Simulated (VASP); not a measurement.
Runs of VASP 6.6.1 on TiTe2. The structure is that of space group P-3m1 (No. 164), or close to it. The cells are those of the table. 

| task | cell | k mesh | cutoff (eV) | gap on the mesh (eV) | pressure (GPa) | largest force (eV/Å) |
| --- | --- | --- | --- | --- | --- | --- |
| relaxation of shape and atoms at fixed volume | relaxed from a = 3.733, b = 3.733, c = 6.508 Å, angles 90.0, 90.0, 120.0°, 3 atoms | 12 × 12 × 8 | 600 | none | -0.9 | - |
| single point | a = 3.720, b = 3.720, c = 6.551 Å, angles 90.0, 90.0, 120.0°, 3 atoms | 12 × 12 × 8 | 520 | none | -0.9 | 0.01 |
| single point | a = 3.777, b = 3.777, c = 6.498 Å, angles 90.0, 90.0, 120.0°, 3 atoms | 12 × 12 × 6 | 520 | none | -4.4 | (b) |
| single point | a = 3.696, b = 3.696, c = 6.445 Å, angles 90.0, 90.0, 120.0°, 3 atoms | 12 × 12 × 8 | 520 | none | 0.0 | 0.02 |
| single point | a = 3.777, b = 3.777, c = 6.498 Å, angles 90.0, 90.0, 120.0°, 3 atoms | 6 × 6 × 4 | 520 | none | -2.3 | (a) |
| relaxation of shape and atoms at fixed volume | relaxed from a = 3.756, b = 3.756, c = 6.614 Å, angles 90.0, 90.0, 120.0°, 3 atoms | 12 × 12 × 8 | 600 | none | -1.5 | - |
| relaxation of cell and atoms | relaxed from a = 3.777, b = 3.777, c = 6.498 Å, angles 90.0, 90.0, 120.0°, 3 atoms | 12 × 12 × 8 | 600 | none | 0.0 | - |
| single point | a = 3.669, b = 3.669, c = 6.343 Å, angles 90.0, 90.0, 120.0°, 3 atoms | 12 × 12 × 8 | 520 | none | 1.3 | 0.01 |

Alike in all rows: level PBEsol; potentials or basis VASP PAW PBE potentials, release 64 (Ti_sv, Te); no spin polarisation; smearing gaussian 0.1 eV.

**Question.** Estimate the missing entries.

**Answer.** (a) 0.16; (b) 1.07.

Caveats: the PAW data sets were made with another functional, which shifts forces and pressure a little; spin-orbit coupling is left out, which moves the levels of the heavy elements; this functional lacks dispersion, which binds the layers, so the pressure and a relaxed spacing across them are unreliable.

A k mesh can miss the band edges, and the runs leave out spin-orbit coupling on Te.

A gap of «none» marks levels without a gap at the run's occupations.
